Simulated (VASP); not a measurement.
# K (P6/mmm) in VASP: further runs

The runs below take K through single point, with PBE.

Everything below comes from runs of VASP 6.6.1. Logs are shortened: lines on timing, memory, paths and dates and some standing lists are left out, and cuts for length are marked.

### 1 The cell of the first run

It takes space group P6/mmm (No. 191, hexagonal). The conventional cell has a = 3.838 Å, b = 3.838 Å, c = 3.608 Å, α = 90.00°, β = 90.00°, γ = 120.00°. Within 4.7 Å of K (site symmetry 6/mmm) lie 8 K at 3.61 to 3.84 Å.

### 2 Single point, PBE

INCAR reads:

```
PREC = Accurate
ENCUT = 520
EDIFF = 1E-7
ISMEAR = -1
SIGMA = 0.08
LREAL = False
LASPH = True
NELM = 60
ALGO = Normal
ISIF = 2
LWAVE = False
LCHARG = False
GGA = PE
NBANDS = 10
```

KPOINTS reads:

```
regular mesh
0
Gamma
  10 10 9
```

POSCAR reads:

```
K
1.0
    3.8377823293      0.0000000000      0.0000000000
   -1.9188911646      3.3236169914      0.0000000000
    0.0000000000      0.0000000000      3.6075153896
K
1
Direct
    0.0000000000      0.0000000000      0.0000000000
```

Potentials or basis: VASP PAW PBE potentials, release 64 (K_sv).

Started as:

```bash
cat potpaw_PBE.64/K_sv/POTCAR > POTCAR
mpirun -np 1 vasp_std > vasp.out
```

OUTCAR:

```text
PREC = Accurate
   ENCUT = 520
   EDIFF = 1E-7
   ISMEAR = -1
   LREAL = False
   LASPH = True
   NELM = 60
   ISIF = 2
   GGA = PE

 ion  position               nearest neighbor table
   1  0.000  0.000  0.000-

  LATTYP: Found a hexagonal cell.
 ALAT       =     3.8377823293
 C/A-ratio  =     0.9400000000

  Lattice vectors:

 A1 = (   3.8377823293,   0.0000000000,   0.0000000000)
 A2 = (  -1.9188911646,   3.3236169914,   0.0000000000)
 A3 = (   0.0000000000,   0.0000000000,   3.6075153896)

Analysis of symmetry for initial positions (statically):
[... 6 lines left out ...]

 Subroutine GETGRP returns: Found 24 space group operations
 (whereof 24 operations were pure point group operations)
 out of a pool of 24 trial point group operations.

The static configuration has the point symmetry D_6h.

Analysis of symmetry for dynamics (positions and initial velocities):
[... 6 lines left out ...]

 Subroutine GETGRP returns: Found 24 space group operations
 (whereof 24 operations were pure point group operations)
 out of a pool of 24 trial point group operations.

The dynamic configuration has the point symmetry D_6h.

 Subroutine INISYM returns: Found 24 space group operations
 (whereof 24 operations are pure point group operations),
 and found     1 'primitive' translations

----------------------------------------------------------------------------------------

                                     Primitive cell

  volume of cell :      46.0150

  direct lattice vectors                    reciprocal lattice vectors
     3.837782329  0.000000000  0.000000000     0.260567149  0.150438514  0.000000000
    -1.918891165  3.323616991  0.000000000     0.000000000  0.300877027  0.000000000
     0.000000000  0.000000000  3.607515390     0.000000000  0.000000000  0.277199095

  length of vectors
     3.837782329  3.837782329  3.607515390     0.300877027  0.300877027  0.277199095

  position of ions in fractional coordinates (direct lattice)
     0.000000000  0.000000000  0.000000000

  ion indices of the primitive-cell ions
   primitive index   ion index
                 1           1

----------------------------------------------------------------------------------------

 KPOINTS: regular mesh

Automatic generation of k-mesh.
 Grid dimensions read from file:
 generate k-points for:   10   10    9

 Generating k-lattice:

  Cartesian coordinates                     Fractional coordinates (reciprocal lattice)
     0.026056715  0.015043851  0.000000000     0.100000000  0.000000000  0.000000000
     0.000000000  0.030087703  0.000000000     0.000000000  0.100000000  0.000000000
     0.000000000  0.000000000  0.030799899     0.000000000  0.000000000  0.111111111

  Length of vectors
     0.030087703  0.030087703  0.030799899

  Shift w.r.t. Gamma in fractional coordinates (k-lattice)
     0.000000000  0.000000000  0.000000000

 Subroutine IBZKPT returns following result:
 ===========================================

 Found     70 irreducible k-points:

 Following reciprocal coordinates:
            Coordinates               Weight
  0.000000  0.000000  0.000000      1.000000
  0.100000  0.000000  0.000000      6.000000
  0.200000  0.000000  0.000000      6.000000
  0.300000  0.000000  0.000000      6.000000
  0.400000 -0.000000  0.000000      6.000000
  0.500000  0.000000  0.000000      3.000000
[... 16 lines left out ...]
  0.300000  0.100000  0.111111     24.000000
  0.400000  0.100000  0.111111     24.000000
 [... further k-points ...]
   k-points           NKPTS =     70   k-points in BZ     NKDIM =     70   number of bands    NBANDS=     10
   number of dos      NEDOS =    301   number of ions     NIONS =      1
   total plane-waves  NPLWV =  25200
   dimension x,y,z NGX =    30 NGY =   30 NGZ =   28
   dimension x,y,z NGXF=    60 NGYF=   60 NGZF=   56
   ions per type =               1
   NGX,Y,Z   is equivalent  to a cutoff of  13.00, 13.00, 12.90 a.u.
   NGXF,Y,Z  is equivalent  to a cutoff of  25.99, 25.99, 25.81 a.u.
 SYSTEM =  unknown system
   PREC   = accura    normal or accurate (medium, high low for compatibility)
   ISTART =      0    job   : 0-new  1-cont  2-samecut
   ICHARG =      2    charge: 1-file 2-atom 10-const
   ISPIN  =      1    spin polarized calculation?
   LNONCOLLINEAR =      F non collinear calculations
   LSORBIT =      F    spin-orbit coupling
   LASPH  =      T    aspherical Exc in radial PAW
   ENCUT  =  520.0 eV  38.22 Ry    6.18 a.u.   7.14  7.14  6.71*2*pi/ulx,y,z
   NELM   =     60;   NELMIN=  2; NELMDL= -5     # of ELM steps
   EDIFF  = 0.1E-06   stopping-criterion for ELM
   LREAL  =      F    real-space projection
   EDIFFG = 0.1E-05   stopping-criterion for IOM
   NSW    =      0    number of steps for IOM
   IBRION =     -1    ionic relax: 0-MD 1-quasi-New 2-CG
   NFREE  =      0    steps in history (QN), initial steepest desc. (CG)
   ISIF   =      2    stress and relaxation
   ISYM   =      2    0-nonsym 1-usesym 2-fastsym
   POTIM  = 0.5000    time-step for ionic-motion
   TEBEG  =    0.0;   TEEND  =   0.0 temperature during run
   PSTRESS=    0.0 pullay stress
   NELECT =       9.0000    total number of electrons
   NUPDOWN=      -1.0000    fix difference up-down
   EMIN   =  10.00;   EMAX   =-10.00  energy-range for DOS
   EFERMI =   0.00;   METHOD = LEGACY
   ISMEAR =    -1;   SIGMA  =   0.08  broadening in eV -4-tet -1-fermi 0-gaus
   EFERMI_NEDOS =   21; number of points for ismear=-14 and -15
   IALGO  =     38    algorithm
   IMIX   =      4    mixing-type and parameters
     AMIX     =   0.40;   BMIX     =  1.00
     AMIX_MAG =   1.60;   BMIX_MAG =  1.00
  volume/ion in A,a.u.               =      46.02       310.52
  Fermi-wavevector in a.u.,A,eV,Ry     =   0.950289  1.795786 12.286737  0.903050
  Thomas-Fermi vector in A             =   2.078652
   LORBIT       =      0    0 simple, 1 ext, 2 COOP (PROOUT), +10 PAW based schemes
   GGA     = PE    functional components
   LHFCALC =     F    Hartree Fock is set to
   AEXX    =    0.0000 exact exchange contribution
   IVDW    =     0    specifies the selected vdW correction
   LEPSILON=     F    determine dielectric tensor
   LRPA    =     F    only Hartree local field effects (RPA)
 non-spin polarized calculation
  energy-cutoff  :      520.00
  volume of cell :       46.02
 maximum number of plane-waves:      1256
 NGX is ok and might be reduce to    30

 number of electron       9.0000001 magnetization

 Free energy of the ion-electron system (eV)
  ---------------------------------------------------
  ext. energy  EPLUGINS =         0.00000000
  ---------------------------------------------------
  free energy    TOTEN  =        -0.72998604 eV

  energy without entropy =       -0.71181014  energy(sigma->0) =       -0.72089809

 E-fermi :   1.2667     XC(G=0):  -6.9274

 val. band max:        1.2480148409   @ k =   0.3000   0.2000   0.1111
 cond. band min:       1.2737462267   @ k =   0.2000   0.2000   0.3333
 fundamental gap:      0.0257313858
 Fermi energy:         1.2666999179

 k-point     1 :       0.0000    0.0000    0.0000
  band No.  band energies     occupation
      1     -30.9634      2.00000
      2     -14.2926      2.00000
      3     -14.2926      2.00000
      4     -14.2658      2.00000
      5      -1.6194      2.00000
      6       4.1390      0.00000
      7       5.7323      0.00000
      8       5.7323      0.00000
      9       8.7746      0.00000
     10       8.7746      0.00000

 k-point     2 :       0.1000    0.0000    0.0000
  band No.  band energies     occupation
      1     -30.9599      2.00000
      2     -14.3293      2.00000
      3     -14.3005      2.00000
      4     -14.2619      2.00000
      5      -1.4462      2.00000
      6       4.2125      0.00000
      7       5.3110      0.00000
      8       5.8875      0.00000
      9       8.3074      0.00000
     10       8.7323      0.00000

 k-point     3 :       0.2000    0.0000    0.0000
  band No.  band energies     occupation
      1     -30.9506      2.00000
      2     -14.4236      2.00000
      3     -14.3211      2.00000
      4     -14.2517      2.00000
      5      -0.9500      2.00000
      6       4.3815      0.00000
      7       4.4658      0.00000
      8       6.3400      0.00000
      9       7.6296      0.00000
     10       8.6249      0.00000

 k-point     4 :       0.3000    0.0000    0.0000
  band No.  band energies     occupation
      1     -30.9392      2.00000
      2     -14.5368      2.00000
      3     -14.3463      2.00000
      4     -14.2392      2.00000
      5      -0.1954      2.00000
      6       3.5874      0.00000
      7       4.4967      0.00000
      8       7.0503      0.00000
      9       7.0954      0.00000
     10       8.4985      0.00000

 k-point     5 :       0.4000   -0.0000    0.0000
  band No.  band energies     occupation
      1     -30.9299      2.00000
      2     -14.6260      2.00000
      3     -14.3666      2.00000
      4     -14.2290      2.00000
      5       0.7170      1.99793
      6       2.7336      0.00000
      7       4.4317      0.00000
      8       6.7637      0.00000
      9       7.9521      0.00000
     10       8.4006      0.00000

 k-point     6 :       0.5000    0.0000    0.0000
  band No.  band energies     occupation
      1     -30.9263      2.00000
      2     -14.6595      2.00000
      3     -14.3743      2.00000
      4     -14.2251      2.00000
      5       1.4592      0.16546
      6       2.0427      0.00012
      7       4.3541      0.00000
      8       6.6516      0.00000
      9       8.3643      0.00000
     10       8.8944      0.00000

 k-point     7 :       0.1000    0.1000    0.0000
  band No.  band energies     occupation
      1     -30.9535      2.00000
      2     -14.3920      2.00000
      3     -14.3174      2.00000
      4     -14.2549      2.00000
      5      -1.1112      2.00000
      6       4.3355      0.00000
      7       4.7129      0.00000
      8       6.1764      0.00000
      9       7.8155      0.00000
     10       8.6343      0.00000

 k-point     8 :       0.2000    0.1000    0.0000
  band No.  band energies     occupation
      1     -30.9431      2.00000
      2     -14.4891      2.00000
      3     -14.3469      2.00000
      4     -14.2435      2.00000
      5      -0.4828      2.00000
      6       3.9326      0.00000
      7       4.4766      0.00000
      8       6.6978      0.00000
      9       7.3015      0.00000
     10       8.4637      0.00000

 k-point     9 :       0.3000    0.1000    0.0000
  band No.  band energies     occupation
      1     -30.9328      2.00000
      2     -14.5833      2.00000
      3     -14.3766      2.00000
      4     -14.2321      2.00000
      5       0.3612      1.99998
      6       3.1534      0.00000
      7       4.4533      0.00000
      8       6.9269      0.00000
      9       7.3931      0.00000
     10       8.2974      0.00000
[... 118 lines left out ...]
 k-point    19 :       0.4000   -0.0000    0.1111
  band No.  band energies     occupation
      1     -30.9257      2.00000
      2     -14.6184      2.00000
      3     -14.3616      2.00000
      4     -14.2763      2.00000
      5       0.8487      1.98929
      6       2.7857      0.00000
      7       4.5984      0.00000
      8       6.4199      0.00000
      9       7.5476      0.00000
     10       8.3835      0.00000

 k-point    20 :       0.5000    0.0000    0.1111
  band No.  band energies     occupation
      1     -30.9222      2.00000
      2     -14.6516      2.00000
      3     -14.3693      2.00000
      4     -14.2720      2.00000
      5       1.6316      0.02067
      6       2.0375      0.00013
      7       4.5269      0.00000
      8       6.4135      0.00000
      9       7.6307      0.00000
     10       8.9069      0.00000

 k-point    21 :       0.1000    0.1000    0.1111
  band No.  band energies     occupation
      1     -30.9492      2.00000
      2     -14.3871      2.00000
      3     -14.3128      2.00000
      4     -14.3048      2.00000
      5      -0.9420      2.00000
      6       4.3585      0.00000
      7       4.7971      0.00000
      8       6.2147      0.00000
      9       7.3770      0.00000
     10       8.2451      0.00000

 k-point    22 :       0.2000    0.1000    0.1111
  band No.  band energies     occupation
      1     -30.9389      2.00000
      2     -14.4830      2.00000
      3     -14.3421      2.00000
      4     -14.2924      2.00000
      5      -0.3274      2.00000
      6       4.0161      0.00000
      7       4.5745      0.00000
      8       6.4384      0.00000
      9       7.1177      0.00000
     10       8.0341      0.00000

 k-point    23 :       0.3000    0.1000    0.1111
  band No.  band energies     occupation
      1     -30.9286      2.00000
      2     -14.5762      2.00000
      3     -14.3715      2.00000
      4     -14.2798      2.00000
      5       0.4969      1.99987
      6       3.2238      0.00000
      7       4.6226      0.00000
      8       6.3421      0.00000
      9       7.4184      0.00000
     10       8.0479      0.00000

 k-point    24 :       0.4000    0.1000    0.1111
  band No.  band energies     occupation
      1     -30.9222      2.00000
      2     -14.6326      2.00000
      3     -14.3896      2.00000
      4     -14.2720      2.00000
      5       1.4183      0.26129
      6       2.3970      0.00000
      7       4.4841      0.00000
      8       6.4100      0.00000
      9       7.4029      0.00000
     10       8.6511      0.00000

 [... further k-points ...]
[... 5 lines left out ...]
  --------------------------------------------------------------------------------------
  -------------------------------------------------------------------------------------
  Total        1.2211720      1.2211720      1.1295408      0.0000000      0.0000000     -0.0000000
  in kB       42.5194761     42.5194761     39.3290092      0.0000000      0.0000000     -0.0000000
  external PRESSURE =      41.4559872 kB  Pullay stress =       0.0000000 kB

 VOLUME and BASIS-vectors are now :
 -----------------------------------------------------------------------------
  energy-cutoff  :      520.00
  volume of cell :       46.02
      direct lattice vectors                 reciprocal lattice vectors
     3.837782329  0.000000000  0.000000000     0.260567149  0.150438514  0.000000000
    -1.918891165  3.323616991  0.000000000     0.000000000  0.300877027  0.000000000
     0.000000000  0.000000000  3.607515390     0.000000000  0.000000000  0.277199095

 POSITION                                       TOTAL-FORCE (eV/Angst)
 -----------------------------------------------------------------------------------
      0.00000      0.00000      0.00000         0.000000      0.000000      0.000000
 -----------------------------------------------------------------------------------
    total drift:                               -0.000000      0.000000     -0.000000

  FREE ENERGIE OF THE ION-ELECTRON SYSTEM (eV)
  ---------------------------------------------------
  free  energy   TOTEN  =        -0.7299860410 eV

  energy  without entropy=       -0.7118101398  energy(sigma->0) =       -0.72089809
```

Run time: 52 s. Hardware: 1 thread of Intel Xeon 8259CL, shared host; peak memory 0.18 GiB.

Results:

```
Free energy : -0.7300 eV
Pressure    : 4.1 GPa
```

### 3 Single point, PBE

INCAR reads:

```
SYSTEM = K
PREC = Accurate ; ENCUT = 520
EDIFF = 1E-6 ; ISMEAR = -1
SIGMA = 0.08 ; LREAL = .FALSE.
LASPH = .TRUE. ; NELM = 80
ALGO = Normal ; ISIF = 2
LWAVE = .FALSE. ; LCHARG = .FALSE.
GGA = PE ; NBANDS = 10
```

KPOINTS reads:

```
Automatic mesh
0
G
  10 10 9
  0 0 0
```

POSCAR is that of step 2.

Potentials or basis: VASP PAW PBE potentials, release 64 (K_sv).

Started as:

```bash
cat potpaw_PBE.64/K_sv/POTCAR > POTCAR
mpirun -np 1 vasp_std > vasp.out
```

It took 46 s on 1 thread of Intel Xeon 8259CL, shared host; peak memory 0.17 GiB.

Results (log left out):

| Quantity | Value |
| --- | --- |
| Free energy | -0.7300 eV |
| Pressure | 4.1 GPa |

Stress tensor (GPa, compression positive):
```
4.25 0.00 0.00
0.00 4.25 0.00
0.00 0.00 3.93
```

Levels at points of the mesh, in eV from the Fermi level:
```
           k point  band 1  band 2  band 3  band 4  band 5  band 6  band 7  band 8  band 9  band 10
(0.00, 0.00, 0.00)  -32.23  -15.56  -15.56  -15.53   -2.89    2.87    4.47    4.47    7.51     7.51
(0.50, 0.00, 0.00)  -32.19  -15.93  -15.64  -15.49    0.19    0.78    3.09    5.38    7.10     7.63
```
